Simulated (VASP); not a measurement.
# CdGeAs2 (I-42d) in VASP: notebook

The runs below take CdGeAs2 through single point, with LDA, PBEsol, PBE.

Everything below comes from runs of VASP 6.6.1. Logs are shortened: lines on timing, memory, paths and dates and some standing lists are left out, and cuts for length are marked.

## Step 1: The cell of the first run

The structure is tetragonal, space group I-42d (No. 122). The conventional cell has a = 5.874 Å, b = 5.874 Å, c = 11.230 Å, α = 90.00°, β = 90.00°, γ = 90.00°. Within 3.4 Å of Cd (site symmetry -4) lie 4 As at 2.59 Å. Within 3.2 Å of Ge (site symmetry -4) lie 4 As at 2.43 Å. Within 3.2 Å of As (site symmetry 2) lie 2 Ge at 2.43 Å and 2 Cd at 2.59 Å.

## Step 2: Single point, LDA

INCAR

```
SYSTEM = CdGeAs2
  PREC = Accurate
  ENCUT = 520
  EDIFF = 1E-6
  ISMEAR = -1
  SIGMA = 0.02
  LREAL = .FALSE.
  LASPH = .TRUE.
  NELM = 100
  ALGO = Normal
  ISIF = 2
  LWAVE = .FALSE.
  LCHARG = .FALSE.
  NBANDS = 46
```

KPOINTS

```
regular mesh
0
G
  6 6 6
  0 0 0
```

POSCAR

```
CdGeAs2
1.0
   -2.9369628119      2.9369628119      5.6152499120
    2.9369628119     -2.9369628119      5.6152499120
    2.9369628119      2.9369628119     -5.6152499120
Cd Ge As
2 2 4
Direct
    0.2500000000      0.7500000000      0.5000000000
    0.5000000000      0.5000000000      0.0000000000
    0.0000000000      0.0000000000      0.0000000000
    0.7500000000      0.2500000000      0.5000000000
    0.8750000000      0.3510022328      0.9760022328
    0.6489977672      0.6250000000      0.5239977672
    0.3750000000      0.8989977672      0.0239977672
    0.1010022328      0.1250000000      0.4760022328
```

Potentials or basis: VASP PAW LDA potentials, release 64 (Cd, Ge_d, As).

Launch:

```
$ cat potpaw_LDA.64/Cd/POTCAR potpaw_LDA.64/Ge_d/POTCAR potpaw_LDA.64/As/POTCAR > POTCAR
$ mpirun -np 1 vasp_std > vasp.out
```

OUTCAR:

```text
SYSTEM = CdGeAs2
   PREC = Accurate
   ENCUT = 520
   EDIFF = 1E-6
   ISMEAR = -1
   LREAL = .FALSE.
   LASPH = .TRUE.
   NELM = 100
   ISIF = 2

 ion  position               nearest neighbor table
   1  0.250  0.750  0.500-   7 2.59   6 2.59   5 2.59   8 2.59
   2  0.500  0.500  0.000-   6 2.59   7 2.59   8 2.59   5 2.59
   3  0.000  0.000  0.000-   6 2.43   8 2.43   7 2.43   5 2.43
   4  0.750  0.250  0.500-   5 2.43   7 2.43   6 2.43   8 2.43
   5  0.875  0.351  0.976-   4 2.43   3 2.43   1 2.59   2 2.59
   6  0.649  0.625  0.524-   3 2.43   4 2.43   1 2.59   2 2.59
   7  0.375  0.899  0.024-   4 2.43   3 2.43   2 2.59   1 2.59
   8  0.101  0.125  0.476-   3 2.43   4 2.43   2 2.59   1 2.59

  LATTYP: Found a body centered tetragonal cell.
 ALAT       =     5.8739256238
 C/A-ratio  =     1.9119240765

  Lattice vectors:

 A1 = (  -2.9369628119,   2.9369628119,   5.6152499120)
 A2 = (   2.9369628119,  -2.9369628119,   5.6152499120)
 A3 = (   2.9369628119,   2.9369628119,  -5.6152499120)

Analysis of symmetry for initial positions (statically):
=====================================================================
 Subroutine PRICEL returns:
 Original cell was already a primitive cell.

 Routine SETGRP: Setting up the symmetry group for a
 body centered tetragonal supercell.

 Subroutine GETGRP returns: Found  8 space group operations
 (whereof  4 operations were pure point group operations)
 out of a pool of 16 trial point group operations.

The static configuration has the point symmetry S_4 .
 The point group associated with its full space group is D_2d.

Analysis of symmetry for dynamics (positions and initial velocities):
=====================================================================
 Subroutine PRICEL returns:
 Original cell was already a primitive cell.

 Routine SETGRP: Setting up the symmetry group for a
 body centered tetragonal supercell.

 Subroutine GETGRP returns: Found  8 space group operations
 (whereof  4 operations were pure point group operations)
 out of a pool of 16 trial point group operations.

The dynamic configuration has the point symmetry S_4 .
 The point group associated with its full space group is D_2d.

 Subroutine INISYM returns: Found  8 space group operations
 (whereof  4 operations are pure point group operations),
 and found     1 'primitive' translations

----------------------------------------------------------------------------------------

                                     Primitive cell

  volume of cell :     193.7430

  direct lattice vectors                    reciprocal lattice vectors
    -2.936962812  2.936962812  5.615249912     0.000000000  0.170243899  0.089043232
     2.936962812 -2.936962812  5.615249912     0.170243899  0.000000000  0.089043232
     2.936962812  2.936962812 -5.615249912     0.170243899  0.170243899  0.000000000

  length of vectors
     6.984449348  6.984449348  6.984449348     0.192124132  0.192124132  0.240761231

  position of ions in fractional coordinates (direct lattice)
     0.250000000  0.750000000  0.500000000
     0.500000000  0.500000000  0.000000000
     0.000000000  0.000000000  0.000000000
     0.750000000  0.250000000  0.500000000
     0.875000000  0.351002233  0.976002233
     0.648997767  0.625000000  0.523997767
     0.375000000  0.898997767  0.023997767
     0.101002233  0.125000000  0.476002233

  ion indices of the primitive-cell ions
   primitive index   ion index
                 1           1
                 2           2
                 3           3
                 4           4
                 5           5
                 6           6
                 7           7
                 8           8

----------------------------------------------------------------------------------------

 KPOINTS: regular mesh

Automatic generation of k-mesh.
 Grid dimensions read from file:
 generate k-points for:    6    6    6

 Generating k-lattice:

  Cartesian coordinates                     Fractional coordinates (reciprocal lattice)
     0.000000000  0.028373983  0.014840539     0.166666667  0.000000000 -0.000000000
     0.028373983  0.000000000  0.014840539     0.000000000  0.166666667 -0.000000000
     0.028373983  0.028373983  0.000000000     0.000000000  0.000000000  0.166666667

  Length of vectors
     0.032020689  0.032020689  0.040126872

  Shift w.r.t. Gamma in fractional coordinates (k-lattice)
     0.000000000  0.000000000  0.000000000

 Subroutine IBZKPT returns following result:
 ===========================================

 Found     30 irreducible k-points:

 Following reciprocal coordinates:
            Coordinates               Weight
  0.000000  0.000000  0.000000      1.000000
  0.166667 -0.000000  0.000000      8.000000
  0.333333 -0.000000  0.000000      8.000000
  0.500000 -0.000000  0.000000      4.000000
  0.166667  0.166667  0.000000      8.000000
  0.333333  0.166667  0.000000     16.000000
[... 16 lines left out ...]
 -0.333333 -0.333333  0.166667      8.000000
 -0.166667 -0.333333  0.166667      8.000000
 [... further k-points ...]
   k-points           NKPTS =     30   k-points in BZ     NKDIM =     30   number of bands    NBANDS=     46
   number of dos      NEDOS =    301   number of ions     NIONS =      8
   total plane-waves  NPLWV = 157464
   dimension x,y,z NGX =    54 NGY =   54 NGZ =   54
   dimension x,y,z NGXF=   108 NGYF=  108 NGZF=  108
   ions per type =               2   2   4
   NGX,Y,Z   is equivalent  to a cutoff of  12.85, 12.85, 12.85 a.u.
   NGXF,Y,Z  is equivalent  to a cutoff of  25.71, 25.71, 25.71 a.u.
 SYSTEM =  CdGeAs2
   PREC   = accura    normal or accurate (medium, high low for compatibility)
   ISTART =      0    job   : 0-new  1-cont  2-samecut
   ICHARG =      2    charge: 1-file 2-atom 10-const
   ISPIN  =      1    spin polarized calculation?
   LNONCOLLINEAR =      F non collinear calculations
   LSORBIT =      F    spin-orbit coupling
   LASPH  =      T    aspherical Exc in radial PAW
   ENCUT  =  520.0 eV  38.22 Ry    6.18 a.u.  12.99 12.99 12.99*2*pi/ulx,y,z
   NELM   =    100;   NELMIN=  2; NELMDL= -5     # of ELM steps
   EDIFF  = 0.1E-05   stopping-criterion for ELM
   LREAL  =      F    real-space projection
   EDIFFG = 0.1E-04   stopping-criterion for IOM
   NSW    =      0    number of steps for IOM
   IBRION =     -1    ionic relax: 0-MD 1-quasi-New 2-CG
   NFREE  =      0    steps in history (QN), initial steepest desc. (CG)
   ISIF   =      2    stress and relaxation
   ISYM   =      2    0-nonsym 1-usesym 2-fastsym
   POTIM  = 0.5000    time-step for ionic-motion
   TEBEG  =    0.0;   TEEND  =   0.0 temperature during run
   PSTRESS=    0.0 pullay stress
   NELECT =      72.0000    total number of electrons
   NUPDOWN=      -1.0000    fix difference up-down
   EMIN   =  10.00;   EMAX   =-10.00  energy-range for DOS
   EFERMI =   0.00;   METHOD = LEGACY
   ISMEAR =    -1;   SIGMA  =   0.02  broadening in eV -4-tet -1-fermi 0-gaus
   EFERMI_NEDOS =   21; number of points for ismear=-14 and -15
   IALGO  =     38    algorithm
   IMIX   =      4    mixing-type and parameters
     AMIX     =   0.40;   BMIX     =  1.00
     AMIX_MAG =   1.60;   BMIX_MAG =  1.00
  volume/ion in A,a.u.               =      24.22       163.43
  Fermi-wavevector in a.u.,A,eV,Ry     =   1.177001  2.224210 18.848592  1.385332
  Thomas-Fermi vector in A             =   2.313356
   LORBIT       =      0    0 simple, 1 ext, 2 COOP (PROOUT), +10 PAW based schemes
   GGA     = CA    functional components
   LHFCALC =     F    Hartree Fock is set to
   AEXX    =    0.0000 exact exchange contribution
   IVDW    =     0    specifies the selected vdW correction
   LEPSILON=     F    determine dielectric tensor
   LRPA    =     F    only Hartree local field effects (RPA)
 non-spin polarized calculation
  energy-cutoff  :      520.00
  volume of cell :      193.74
 maximum number of plane-waves:      5264
 NGX is ok and might be reduce to    54
   NGX = 25   NGY = 25   NGZ = 25

 number of electron      71.9999998 magnetization

 Free energy of the ion-electron system (eV)
  ---------------------------------------------------
  ext. energy  EPLUGINS =         0.00000000
  ---------------------------------------------------
  free energy    TOTEN  =       -35.39548527 eV

  energy without entropy =      -35.39544574  energy(sigma->0) =      -35.39546551

 E-fermi :   3.2121     XC(G=0):  -9.8341

 val. band max:        3.0925864213   @ k =   0.0000   0.0000   0.0000
 cond. band min:       3.2931136319   @ k =   0.0000   0.0000   0.0000
 fundamental gap:      0.2005272106
 Fermi energy:         3.2121409381

 k-point     1 :       0.0000    0.0000    0.0000
  band No.  band energies     occupation
      1     -21.8445      2.00000
      2     -21.8445      2.00000
      3     -21.8445      2.00000
      4     -21.8400      2.00000
      5     -21.8368      2.00000
      6     -21.8368      2.00000
[... 38 lines left out ...]
     45       7.9905      0.00000
     46       7.9905      0.00000

 k-point     2 :       0.1667   -0.0000    0.0000
  band No.  band energies     occupation
      1     -21.8448      2.00000
      2     -21.8443      2.00000
      3     -21.8441      2.00000
      4     -21.8400      2.00000
      5     -21.8373      2.00000
      6     -21.8367      2.00000
[... 38 lines left out ...]
     45       7.8741      0.00000
     46       8.2666      0.00000

 k-point     3 :       0.3333   -0.0000    0.0000
  band No.  band energies     occupation
      1     -21.8450      2.00000
      2     -21.8442      2.00000
      3     -21.8434      2.00000
      4     -21.8400      2.00000
      5     -21.8383      2.00000
      6     -21.8365      2.00000
[... 1018 lines left out ...]
     45       7.9587      0.00000
     46       8.3790      0.00000

 k-point    24 :      -0.1667   -0.3333    0.1667
  band No.  band energies     occupation
      1     -21.8450      2.00000
      2     -21.8447      2.00000
      3     -21.8437      2.00000
      4     -21.8405      2.00000
      5     -21.8369      2.00000
      6     -21.8364      2.00000
[... 38 lines left out ...]
     45       7.5313      0.00000
     46       8.0584      0.00000

 [... further k-points ...]

------------------------ aborting loop because EDIFF is reached ----------------------------------------

  FORCE on cell =-STRESS in cart. coord.  units (eV):
  Direction    XX          YY          ZZ          XY          YZ          ZX
  --------------------------------------------------------------------------------------
  -------------------------------------------------------------------------------------
  Total        0.4300099      0.4300099      0.3807430      0.0000000     -0.0000000      0.0000000
  in kB        3.5560108      3.5560108      3.1485928      0.0000000     -0.0000000      0.0000000
  external PRESSURE =       3.4202048 kB  Pullay stress =       0.0000000 kB

 VOLUME and BASIS-vectors are now :
 -----------------------------------------------------------------------------
  energy-cutoff  :      520.00
  volume of cell :      193.74
      direct lattice vectors                 reciprocal lattice vectors
    -2.936962812  2.936962812  5.615249912     0.000000000  0.170243899  0.089043232
     2.936962812 -2.936962812  5.615249912     0.170243899  0.000000000  0.089043232
     2.936962812  2.936962812 -5.615249912     0.170243899  0.170243899  0.000000000

 POSITION                                       TOTAL-FORCE (eV/Angst)
 -----------------------------------------------------------------------------------
      2.93696     -0.00000      2.80762        -0.000000     -0.000000      0.000000
      0.00000      0.00000      5.61525        -0.000000     -0.000000      0.000000
      0.00000      0.00000      0.00000        -0.000000     -0.000000     -0.000000
     -0.00000      2.93696      2.80762        -0.000000     -0.000000      0.000000
      1.32752      4.40544      1.40381        -0.015037     -0.000000     -0.000000
      1.46848      1.60944      4.21144        -0.000000      0.015037      0.000000
      1.60944     -1.46848      7.01906         0.015037     -0.000000      0.000000
      1.46848      1.32752     -1.40381        -0.000000     -0.015037     -0.000000
 -----------------------------------------------------------------------------------
    total drift:                               -0.000004     -0.000004     -0.000004

  FREE ENERGIE OF THE ION-ELECTRON SYSTEM (eV)
  ---------------------------------------------------
  free  energy   TOTEN  =       -35.3954852718 eV

  energy  without entropy=      -35.3954457392  energy(sigma->0) =      -35.39546551
```

Wall time 5.8 min (1 thread of Intel Xeon Platinum 8488C (Sapphire Rapids), shared host); peak memory 0.46 GiB.

What came out:

| Item | Value |
| --- | --- |
| Free energy | -35.3955 eV |
| Pressure | 0.3 GPa |
| Largest force | 0.015 eV/Å |
| Band gap on the k mesh | 0.20 eV |

Forces on the atoms (eV/Å):
```
Cd   0.000  0.000  0.000
Cd   0.000  0.000  0.000
Ge   0.000  0.000  0.000
Ge   0.000  0.000  0.000
As  -0.015  0.000  0.000
As   0.000  0.015  0.000
As   0.015  0.000  0.000
As   0.000 -0.015  0.000
```

Caveat: semilocal functionals underestimate gaps, and a narrow one can read as zero.

## Step 3: Single point, PBEsol

This run uses another cell than the first one, of 24.97 Å³/atom.

INCAR

```
PREC = Accurate
ENCUT = 520
EDIFF = 1E-6
ISMEAR = -1
SIGMA = 0.02
LREAL = False
LASPH = True
NELM = 100
ALGO = Normal
ISIF = 2
LWAVE = False
LCHARG = False
GGA = PS
NBANDS = 46
```

KPOINTS

```
regular mesh
0
Gamma
  6 6 6
```

POSCAR

```
CdGeAs2
1.0
   -2.9711800200      2.9711800200      5.6569429392
    2.9711800200     -2.9711800200      5.6569429392
    2.9711800200      2.9711800200     -5.6569429392
Cd Ge As
2 2 4
Direct
    0.2500000000      0.7500000000      0.5000000000
    0.5000000000      0.5000000000      0.0000000000
    0.0000000000      0.0000000000      0.0000000000
    0.7500000000      0.2500000000      0.5000000000
    0.8750000000      0.3497532151      0.9747532151
    0.6502467849      0.6250000000      0.5252467849
    0.3750000000      0.9002467849      0.0252467849
    0.0997532151      0.1250000000      0.4747532151
```

Potentials or basis: VASP PAW PBE potentials, release 64 (Cd, Ge_d, As).

Launch:

```
$ cat potpaw_PBE.64/Cd/POTCAR potpaw_PBE.64/Ge_d/POTCAR potpaw_PBE.64/As/POTCAR > POTCAR
$ mpirun -np 1 vasp_std > vasp.out
```

It took 6.8 min on 1 thread of Intel Xeon Platinum 8488C (Sapphire Rapids), shared host; peak memory 0.55 GiB.

The run converged. Its results:

- Free energy: -33.1298 eV
- Pressure: 0.2 GPa
- Largest force: 0.011 eV/Å
- Band gap on the k mesh: 0.20 eV (least direct gap 0.21 eV)

Forces on the atoms (eV/Å):
```
Cd   0.000  0.000  0.000
Cd   0.000  0.000  0.000
Ge   0.000  0.000  0.000
Ge   0.000  0.000  0.000
As  -0.011  0.000  0.000
As   0.000  0.011  0.000
As   0.011  0.000  0.000
As   0.000 -0.011  0.000
```

Levels at points of the mesh, in eV from the valence-band top:
```tsv
k point	band 32	band 33	band 34	band 35	band 36	band 37	band 38	band 39	band 40	band 41
(0.00, 0.00, 0.00)	-2.10	-2.10	-0.11	-0.01	-0.01	0.20	1.34	1.78	2.97	2.97
(0.50, 0.00, 0.00)	-2.53	-2.06	-1.46	-1.20	-0.60	1.89	2.11	2.70	3.48	3.95
(0.50, 0.50, 0.00)	-1.70	-1.00	-1.00	-0.48	-0.48	0.73	0.73	2.56	2.56	3.88
(0.50, 0.50, 0.50)	-2.22	-1.76	-1.76	-0.93	-0.93	1.41	1.41	1.63	1.63	2.69
```

Caveat: semilocal functionals underestimate gaps, and a narrow one can read as zero; the PAW data sets were made with another functional, which shifts forces and pressure a little.

## Step 4: Single point, PBE

This run uses another cell than the first one, of 25.27 Å³/atom.

INCAR

```
PREC = Accurate ; ENCUT = 520
EDIFF = 1E-7 ; ISMEAR = -1
SIGMA = 0.02 ; LREAL = False
LASPH = True ; NELM = 100
ALGO = Normal ; ISIF = 2
LWAVE = False ; LCHARG = False
GGA = PE ; NBANDS = 46
```

KPOINTS

```
Automatic mesh
0
Gamma
  6 6 6
```

POSCAR

```
CdGeAs2
1.0
   -2.9901045650      2.9901045650      5.6519089798
    2.9901045650     -2.9901045650      5.6519089798
    2.9901045650      2.9901045650     -5.6519089798
Cd Ge As
2 2 4
Direct
    0.2500000000      0.7500000000      0.5000000000
    0.5000000000      0.5000000000      0.0000000000
    0.0000000000      0.0000000000      0.0000000000
    0.7500000000      0.2500000000      0.5000000000
    0.8750000000      0.3463376714      0.9713376714
    0.6536623286      0.6250000000      0.5286623286
    0.3750000000      0.9036623286      0.0286623286
    0.0963376714      0.1250000000      0.4713376714
```

Launch:

```
$ cat potpaw_PBE.64/Cd/POTCAR potpaw_PBE.64/Ge_d/POTCAR potpaw_PBE.64/As/POTCAR > POTCAR
$ mpirun -np 1 vasp_std > vasp.out
```

Wall time 7.6 min (1 thread of Intel Xeon Platinum 8488C (Sapphire Rapids), shared host); peak memory 0.55 GiB.

Results (log left out):

```
Free energy            : -29.8977 eV
Pressure               : 2.5 GPa
Largest force          : 0.125 eV/Å
Band gap on the k mesh : 0.19 eV (least direct gap 0.22 eV)
```

Forces in eV/Å, atoms in the order of the input:
```
Cd   0.000  0.000  0.000
Cd   0.000  0.000  0.000
Ge   0.000  0.000  0.000
Ge   0.000  0.000  0.000
As   0.125  0.000  0.000
As   0.000 -0.125  0.000
As  -0.125  0.000  0.000
As   0.000  0.125  0.000
```

Levels at points of the mesh, in eV from the valence-band top:
| k point | band 32 | band 33 | band 34 | band 35 | band 36 | band 37 | band 38 | band 39 | band 40 | band 41 |
| --- | --- | --- | --- | --- | --- | --- | --- | --- | --- | --- |
| (0.00, 0.00, 0.00) | -2.02 | -2.02 | -0.10 | -0.03 | -0.03 | 0.19 | 1.44 | 1.84 | 3.01 | 3.01 |
| (0.50, 0.00, 0.00) | -2.50 | -1.99 | -1.41 | -1.12 | -0.55 | 1.90 | 2.14 | 2.78 | 3.55 | 3.95 |
| (0.50, 0.50, 0.00) | -1.68 | -0.97 | -0.97 | -0.47 | -0.47 | 0.79 | 0.79 | 2.56 | 2.56 | 3.92 |
| (0.50, 0.50, 0.50) | -2.16 | -1.74 | -1.74 | -0.88 | -0.88 | 1.52 | 1.52 | 1.76 | 1.76 | 2.80 |

Caveat: semilocal functionals underestimate gaps, and a narrow one can read as zero.

## Step 5: The runs side by side

```csv
level,potentials or basis,cell,gap on the mesh (eV),pressure (GPa),largest force (eV/Å)
LDA,"VASP PAW LDA potentials, release 64 (Cd, Ge_d, As)","a = 6.984 Å, angles 130.3, 130.3, 73.0°, 8 atoms, atomic positions A",0.20,0.3,0.02
PBEsol,"VASP PAW PBE potentials, release 64 (Cd, Ge_d, As)","a = 7.047 Å, angles 130.1, 130.1, 73.2°, 8 atoms, atomic positions B",0.20,0.2,0.01
PBE,"VASP PAW PBE potentials, release 64 (Cd, Ge_d, As)","a = 7.059 Å, angles 129.9, 129.9, 73.6°, 8 atoms, atomic positions C",0.19,2.5,0.13
```

Alike in all rows: task single point; no spin polarisation; k mesh 6 × 6 × 6; cutoff (eV) 520; smearing fermi-dirac 0.02 eV.

Caveats: semilocal functionals underestimate gaps, and a narrow one can read as zero; the PAW data sets were made with another functional, which shifts forces and pressure a little (at least some runs).

Absolute energies hang on the potentials; compare differences alone.
